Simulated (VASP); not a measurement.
# RbNa3Te2 (P-6m2) in VASP: notebook

Runs on RbNa3Te2. Level: PBE. Tasks: relaxation of cell and atoms, single point.

Everything below comes from runs of VASP 6.6.1. Logs are shortened: lines on timing, memory, paths and dates and some standing lists are left out, and cuts for length are marked.

### 1 The cell of the first run

Symmetry: P-6m2, No. 187, hexagonal system. Conventional cell: a = 4.617 Å, b = 4.617 Å, c = 9.248 Å, α = 90.00°, β = 90.00°, γ = 120.00°. Within 3.5 Å of Rb (site symmetry -6m2) lie 3 Na at 2.67 Å and 6 Te at 3.45 Å. Na (site symmetry -6m2) has 3 Na at 2.67 Å within 3.5 Å. Within 3.5 Å of Na (site symmetry -6m2) lie 3 Rb at 2.67 Å and 6 Te at 3.45 Å. Within 3.5 Å of Na (site symmetry -6m2) lie 3 Na at 2.67 Å. Within 4.5 Å of Te (site symmetry 3m) lie 9 Na at 3.45 to 3.60 Å and 3 Rb at 3.45 Å and 1 Te at 4.40 Å.

### 2 Relaxation of cell and atoms, PBE

INCAR reads:

```
PREC     = Accurate       # precision mode
ENCUT    = 600            # plane-wave cutoff, eV
EDIFF    = 1E-6           # SCF threshold, eV
ISMEAR   = 0              # smearing method
SIGMA    = 0.1            # smearing width, eV
LREAL    = F              # projectors in reciprocal space
LASPH    = T              # aspherical terms in the spheres
NELM     = 60             # most SCF steps
ALGO     = Normal         # electronic algorithm
ISIF     = 3              # what is computed and relaxed
LWAVE    = F              # write WAVECAR
LCHARG   = F              # write CHGCAR
GGA      = PE             # functional
IBRION   = 2              # ionic algorithm
NSW      = 90             # ionic steps
EDIFFG   = -0.04          # ionic threshold
```

KPOINTS reads:

```
Automatic mesh
0
Gamma
  6 6 2
```

POSCAR reads:

```
RbNa3Te2
1.0
    4.6171943900      0.0000000000      0.0000000000
   -2.3085972000      3.9986076400      0.0000000000
    0.0000000000      0.0000000000      9.2475615200
Rb Na Te
1 3 2
Direct
    0.0000000000      0.0000000000      0.0000000000
    0.0000000000      0.0000000000      0.5000000000
    0.3333333300      0.6666666700      0.0000000000
    0.3333333300      0.6666666700      0.5000000000
    0.6666666700      0.3333333300      0.2376510100
    0.6666666700      0.3333333300      0.7623489900
```

Potentials or basis: VASP PAW PBE potentials, release 64 (Rb_sv, Na_pv, Te).

Launch:

```sh
> cat potpaw_PBE.64/Rb_sv/POTCAR potpaw_PBE.64/Na_pv/POTCAR potpaw_PBE.64/Te/POTCAR > POTCAR
> mpirun -np 1 vasp_std > vasp.out
```

OUTCAR:

```text
PREC = Accurate
   ENCUT = 600
   EDIFF = 1E-6
   ISMEAR = 0
   LREAL = F
   LASPH = T
   NELM = 60
   ISIF = 3
   GGA = PE
   IBRION = 2
   NSW = 90
   EDIFFG = -0.04

 ion  position               nearest neighbor table
   1  0.000  0.000  0.000-   3 2.67   3 2.67   3 2.67   6 3.45   5 3.45   6 3.45   5 3.45   6 3.45
                             5 3.45
   2  0.000  0.000  0.500-   4 2.67   4 2.67   4 2.67
   3  0.333  0.667  0.000-   1 2.67   1 2.67   1 2.67
   4  0.333  0.667  0.500-   2 2.67   2 2.67   2 2.67
   5  0.667  0.333  0.238-   1 3.45   1 3.45   1 3.45
   6  0.667  0.333  0.762-   1 3.45   1 3.45   1 3.45

  LATTYP: Found a hexagonal cell.
 ALAT       =     4.6171943900
 C/A-ratio  =     2.0028529750

  Lattice vectors:

 A1 = (   4.6171943900,   0.0000000000,   0.0000000000)
 A2 = (  -2.3085972000,   3.9986076400,   0.0000000000)
 A3 = (   0.0000000000,   0.0000000000,   9.2475615200)

Analysis of symmetry for initial positions (statically):
=====================================================================
 Subroutine PRICEL returns:
 Original cell was already a primitive cell.

 Routine SETGRP: Setting up the symmetry group for a
 hexagonal supercell.

 Subroutine GETGRP returns: Found 12 space group operations
 (whereof 12 operations were pure point group operations)
 out of a pool of 24 trial point group operations.

The static configuration has the point symmetry D_3h.

Analysis of symmetry for dynamics (positions and initial velocities):
=====================================================================
 Subroutine PRICEL returns:
 Original cell was already a primitive cell.

 Routine SETGRP: Setting up the symmetry group for a
 hexagonal supercell.

 Subroutine GETGRP returns: Found 12 space group operations
 (whereof 12 operations were pure point group operations)
 out of a pool of 24 trial point group operations.

The dynamic configuration has the point symmetry D_3h.

 Subroutine INISYM returns: Found 12 space group operations
 (whereof 12 operations are pure point group operations),
 and found     1 'primitive' translations

----------------------------------------------------------------------------------------

                                     Primitive cell

  volume of cell :     170.7317

  direct lattice vectors                    reciprocal lattice vectors
     4.617194390  0.000000000  0.000000000     0.216581741  0.125043527  0.000000000
    -2.308597200  3.998607640  0.000000000     0.000000000  0.250087053  0.000000000
     0.000000000  0.000000000  9.247561520     0.000000000  0.000000000  0.108136615

  length of vectors
     4.617194390  4.617194396  9.247561520     0.250087053  0.250087053  0.108136615

  position of ions in fractional coordinates (direct lattice)
     0.000000000  0.000000000  0.000000000
     0.000000000  0.000000000  0.500000000
     0.333333330  0.666666670  0.000000000
     0.333333330  0.666666670  0.500000000
     0.666666670  0.333333330  0.237651010
     0.666666670  0.333333330  0.762348990

  ion indices of the primitive-cell ions
   primitive index   ion index
                 1           1
                 2           2
                 3           3
                 4           4
                 5           5
                 6           6

----------------------------------------------------------------------------------------

 KPOINTS: Automatic mesh

Automatic generation of k-mesh.
 Grid dimensions read from file:
 generate k-points for:    6    6    2

 Generating k-lattice:

  Cartesian coordinates                     Fractional coordinates (reciprocal lattice)
     0.036096957  0.020840588  0.000000000     0.166666667  0.000000000  0.000000000
     0.000000000  0.041681175  0.000000000     0.000000000  0.166666667  0.000000000
     0.000000000  0.000000000  0.054068308     0.000000000  0.000000000  0.500000000

  Length of vectors
     0.041681176  0.041681175  0.054068308

  Shift w.r.t. Gamma in fractional coordinates (k-lattice)
     0.000000000  0.000000000  0.000000000

 Subroutine IBZKPT returns following result:
 ===========================================

 Found     14 irreducible k-points:

 Following reciprocal coordinates:
            Coordinates               Weight
  0.000000  0.000000  0.000000      1.000000
  0.166667  0.000000  0.000000      6.000000
  0.333333  0.000000  0.000000      6.000000
  0.500000  0.000000  0.000000      3.000000
  0.166667  0.166667  0.000000      6.000000
  0.333333  0.166667  0.000000     12.000000
  0.333333  0.333333  0.000000      2.000000
  0.000000  0.000000  0.500000      1.000000
  0.166667  0.000000  0.500000      6.000000
  0.333333  0.000000  0.500000      6.000000
  0.500000  0.000000  0.500000      3.000000
  0.166667  0.166667  0.500000      6.000000
  0.333333  0.166667  0.500000     12.000000
  0.333333  0.333333  0.500000      2.000000
   k-points           NKPTS =     14   k-points in BZ     NKDIM =     14   number of bands    NBANDS=     25
   number of dos      NEDOS =    301   number of ions     NIONS =      6
   total plane-waves  NPLWV = 128000
   dimension x,y,z NGX =    40 NGY =   40 NGZ =   80
   dimension x,y,z NGXF=    80 NGYF=   80 NGZF=  160
   ions per type =               1   3   2
   NGX,Y,Z   is equivalent  to a cutoff of  14.40, 14.40, 14.38 a.u.
   NGXF,Y,Z  is equivalent  to a cutoff of  28.80, 28.80, 28.76 a.u.
 SYSTEM =  unknown system
   PREC   = accura    normal or accurate (medium, high low for compatibility)
   ISTART =      0    job   : 0-new  1-cont  2-samecut
   ICHARG =      2    charge: 1-file 2-atom 10-const
   ISPIN  =      1    spin polarized calculation?
   LNONCOLLINEAR =      F non collinear calculations
   LSORBIT =      F    spin-orbit coupling
   LASPH  =      T    aspherical Exc in radial PAW
   ENCUT  =  600.0 eV  44.10 Ry    6.64 a.u.   9.22  9.22 18.47*2*pi/ulx,y,z
   NELM   =     60;   NELMIN=  2; NELMDL= -5     # of ELM steps
   EDIFF  = 0.1E-05   stopping-criterion for ELM
   LREAL  =      F    real-space projection
   EDIFFG = -.4E-01   stopping-criterion for IOM
   NSW    =     90    number of steps for IOM
   IBRION =      2    ionic relax: 0-MD 1-quasi-New 2-CG
   NFREE  =      1    steps in history (QN), initial steepest desc. (CG)
   ISIF   =      3    stress and relaxation
   ISYM   =      2    0-nonsym 1-usesym 2-fastsym
   POTIM  = 0.5000    time-step for ionic-motion
   TEBEG  =    0.0;   TEEND  =   0.0 temperature during run
   PSTRESS=    0.0 pullay stress
   NELECT =      42.0000    total number of electrons
   NUPDOWN=      -1.0000    fix difference up-down
   EMIN   =  10.00;   EMAX   =-10.00  energy-range for DOS
   EFERMI =   0.00;   METHOD = LEGACY
   ISMEAR =     0;   SIGMA  =   0.10  broadening in eV -4-tet -1-fermi 0-gaus
   EFERMI_NEDOS =   21; number of points for ismear=-14 and -15
   IALGO  =     38    algorithm
   IMIX   =      4    mixing-type and parameters
     AMIX     =   0.40;   BMIX     =  1.00
     AMIX_MAG =   1.60;   BMIX_MAG =  1.00
  volume/ion in A,a.u.               =      28.46       192.03
  Fermi-wavevector in a.u.,A,eV,Ry     =   1.025778  1.938439 14.316317  1.052220
  Thomas-Fermi vector in A             =   2.159636
   LORBIT       =      0    0 simple, 1 ext, 2 COOP (PROOUT), +10 PAW based schemes
   GGA     = PE    functional components
   LHFCALC =     F    Hartree Fock is set to
   AEXX    =    0.0000 exact exchange contribution
   IVDW    =     0    specifies the selected vdW correction
   LEPSILON=     F    determine dielectric tensor
   LRPA    =     F    only Hartree local field effects (RPA)
 conjugate gradient relaxation of ions
 non-spin polarized calculation
 Gauss-broadening in eV      SIGMA  =   0.10
  energy-cutoff  :      600.00
  volume of cell :      170.73
 maximum number of plane-waves:      5716
 NGX is ok and might be reduce to    40
   NGX = 19   NGY = 19   NGZ = 37

--------------------------------------- Ionic step        1  -------------------------------------------

 number of electron      42.0000001 magnetization

 Free energy of the ion-electron system (eV)
  ---------------------------------------------------
  ext. energy  EPLUGINS =         0.00000000
  ---------------------------------------------------
  free energy    TOTEN  =       -13.26815178 eV

  energy without entropy =      -13.26815178  energy(sigma->0) =      -13.26815178

------------------------ aborting loop because EDIFF is reached ----------------------------------------

  FORCE on cell =-STRESS in cart. coord.  units (eV):
  Direction    XX          YY          ZZ          XY          YZ          ZX
  --------------------------------------------------------------------------------------
  -------------------------------------------------------------------------------------
  Total        8.2919892      8.2919892     -6.5758729     -0.0000000      0.0000000      0.0000000
  in kB       77.8135325     77.8135326    -61.7091857     -0.0000001      0.0000000      0.0000000
  external PRESSURE =      31.3059598 kB  Pullay stress =       0.0000000 kB

 VOLUME and BASIS-vectors are now :
 -----------------------------------------------------------------------------
  energy-cutoff  :      600.00
  volume of cell :      170.73
      direct lattice vectors                 reciprocal lattice vectors
     4.617194390  0.000000000  0.000000000     0.216581741  0.125043527  0.000000000
    -2.308597200  3.998607640  0.000000000     0.000000000  0.250087053  0.000000000
     0.000000000  0.000000000  9.247561520     0.000000000  0.000000000  0.108136615
[... 281 lines left out ...]
 POSITION                                       TOTAL-FORCE (eV/Angst)
 -----------------------------------------------------------------------------------
      0.00000      0.00000     -0.00000         0.000000     -0.000000      0.000000
      0.00000      0.00000      4.11278         0.000000     -0.000000      0.000000
     -0.00000      2.96488     -0.00000         0.000000      0.000000      0.000000
     -0.00000      2.96488      4.11278        -0.000000     -0.000000      0.000000
      2.56766      1.48244      2.12650         0.000000      0.000000      0.064631
      2.56766      1.48244      6.09907        -0.000000     -0.000000     -0.064631
 -----------------------------------------------------------------------------------
    total drift:                               -0.000006      0.000003     -0.000000

  FREE ENERGIE OF THE ION-ELECTRON SYSTEM (eV)
  ---------------------------------------------------
  free  energy   TOTEN  =       -14.6983345327 eV

  energy  without entropy=      -14.6964775071  energy(sigma->0) =      -14.69740602

--------------------------------------- Ionic step        9  -------------------------------------------

 number of electron      41.9999993 magnetization

 Free energy of the ion-electron system (eV)
  ---------------------------------------------------
  ext. energy  EPLUGINS =         0.00000000
  ---------------------------------------------------
  free energy    TOTEN  =       -14.70255137 eV

  energy without entropy =      -14.70143788  energy(sigma->0) =      -14.70199463

 E-fermi :   2.8665     XC(G=0):  -7.9849

 val. band max:        2.6839899862   @ k =   0.5000   0.0000   0.0000
 cond. band min:       2.9488127752   @ k =   0.0000   0.0000   0.0000
 fundamental gap:      0.2648227890
 Fermi energy:         2.8665178617

 k-point     1 :       0.0000    0.0000    0.0000
  band No.  band energies     occupation
      1     -25.1617      2.00000
      2     -23.1871      2.00000
      3     -23.1871      2.00000
      4     -23.0955      2.00000
      5     -22.5011      2.00000
      6     -22.5011      2.00000
[... 17 lines left out ...]
     24       5.8211      0.00000
     25       6.0019      0.00000
[... 384 lines left out ...]
 POSITION                                       TOTAL-FORCE (eV/Angst)
 -----------------------------------------------------------------------------------
     -2.56808      4.44804      8.29741         0.000000      0.000000      0.000000
     -2.56808      4.44804      4.14870         0.000000      0.000000      0.000000
     -0.00000      2.96536     -0.00000        -0.000000     -0.000000      0.000000
     -0.00000      2.96536      4.14870         0.000000      0.000000      0.000000
      2.56808      1.48268      2.15775         0.000000     -0.000000      0.012523
      2.56808      1.48268      6.13966         0.000000      0.000000     -0.012523
 -----------------------------------------------------------------------------------
    total drift:                               -0.000006      0.000003     -0.000000

  FREE ENERGIE OF THE ION-ELECTRON SYSTEM (eV)
  ---------------------------------------------------
  free  energy   TOTEN  =       -14.7025513744 eV

  energy  without entropy=      -14.7014378843  energy(sigma->0) =      -14.70199463

 reached required accuracy - stopping structural energy minimisation
```

Run time: 4.8 min. Hardware: 1 thread of Intel Xeon 6975P-C (Granite Rapids), shared host; peak memory 0.41 GiB.

Results:

* Free energy: -14.7026 eV
* Relaxed volume: 31.59 Å³/atom
* Relaxed cell: a = 5.136 Å, b = 5.136 Å, c = 8.297 Å, α = 90.00°, β = 90.00°, γ = 120.00°
* Space group after relaxing (to 0.05 Å): P-6m2 (No. 187)
* Energy gained by relaxing: 239.1 meV/atom
* Ionic steps: 9
* Pressure after relaxing: 0.0 GPa
* Largest force after relaxing: 0.013 eV/Å
* Band gap on the k mesh: 0.26 eV, indirect (least direct gap 0.32 eV)

Forces on the atoms (eV/Å):
```
Rb   0.000  0.000  0.000
Na   0.000  0.000  0.000
Na   0.000  0.000  0.000
Na   0.000  0.000  0.000
Te   0.000  0.000  0.013
Te   0.000  0.000 -0.013
```

Step by step:
| step | energy change (eV) | largest force (eV/Å) | pressure (GPa) | volume (Å³) |
| --- | --- | --- | --- | --- |
| 1 | 0.0000 | 1.0683 | 3.13 | 170.73 |
| 2 | -1.0972 | 0.7122 | 0.81 | 183.99 |
| 3 | -1.2878 | 0.2163 | -0.69 | 201.00 |
| 4 | -1.3847 | 0.4138 | -0.34 | 195.05 |
| 5 | -1.3844 | 0.4273 | -0.31 | 194.61 |
| 6 | -1.4059 | 0.3329 | -0.19 | 192.69 |
| 7 | -1.4295 | 0.0108 | 0.31 | 187.00 |
| 8 | -1.4302 | 0.0646 | 0.24 | 187.86 |
| 9 | -1.4344 | 0.0125 | 0.01 | 189.56 |

Final structure:
```yaml
crystal:
  lattice:
    - [5.13616, 0.00000, 0.00000]
    - [-2.56808, 4.44804, 0.00000]
    - [0.00000, 0.00000, 8.29741]
  atoms:
    - { symbol: Rb, position: [0.00000, 0.00000, 0.00000] }
    - { symbol: Na, position: [0.00000, 0.00000, 0.50000] }
    - { symbol: Na, position: [0.33333, 0.66667, 0.00000] }
    - { symbol: Na, position: [0.33333, 0.66667, 0.50000] }
    - { symbol: Te, position: [0.66667, 0.33333, 0.26005] }
    - { symbol: Te, position: [0.66667, 0.33333, 0.73995] }
```

Levels at points of the mesh, in eV from the valence-band top:
| k point | band 18 | band 19 | band 20 | band 21 | band 22 | band 23 | band 24 | band 25 |
| --- | --- | --- | --- | --- | --- | --- | --- | --- |
| (0.00, 0.00, 0.00) | -1.37 | -0.83 | -0.83 | -0.05 | 0.26 | 2.59 | 3.14 | 3.32 |
| (0.50, 0.00, 0.00) | -2.08 | -1.58 | -1.25 | 0.00 | 1.05 | 1.78 | 3.12 | 3.67 |
| (0.00, 0.00, 0.50) | -1.18 | -1.18 | -1.07 | -1.07 | 1.31 | 1.48 | 3.60 | 3.60 |
| (0.50, 0.00, 0.50) | -1.81 | -1.62 | -1.29 | -1.22 | 1.81 | 1.82 | 2.69 | 3.47 |

Caveat: spin-orbit coupling is left out, which moves the levels of the heavy elements.

(Continued in part 2 of 2.)
